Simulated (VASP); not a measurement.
Crystal: TePb.

```
CELL_PARAMETERS angstrom
0.00000 3.22700 3.22700
3.22700 0.00000 3.22700
3.22700 3.22700 0.00000
ATOMIC_POSITIONS crystal
Pb 0.50000 0.50000 0.50000
Te 0.00000 0.00000 0.00000
```

Base run:

| Item | Value |
| --- | --- |
| Program | VASP 6.6.1 |
| Functional | PBEsol |
| Potentials or basis | VASP PAW PBE potentials, release 64 (Pb_d, Te) |
| Cutoff | 500 eV |
| k mesh | 6 × 6 × 6 |
| Occupations | gaussian, width 0.05 eV |
| Spin | no spin polarisation |

Its results: band gap on the k mesh 0.66 eV, direct; pressure -0.3 GPa.

The run is repeated on the same cell with these changes: functional from PBEsol to PBE. What comes out?

Band gap on the k mesh 0.73 eV, direct; pressure 2.3 GPa.

PBE binds less tightly than PBEsol, so the same cell stands under more pressure.

Caveats: spin-orbit coupling is left out, which moves the levels of the heavy elements; the PAW data sets were made with another functional, which shifts forces and pressure a little (some runs).

A k mesh can miss the band edges.
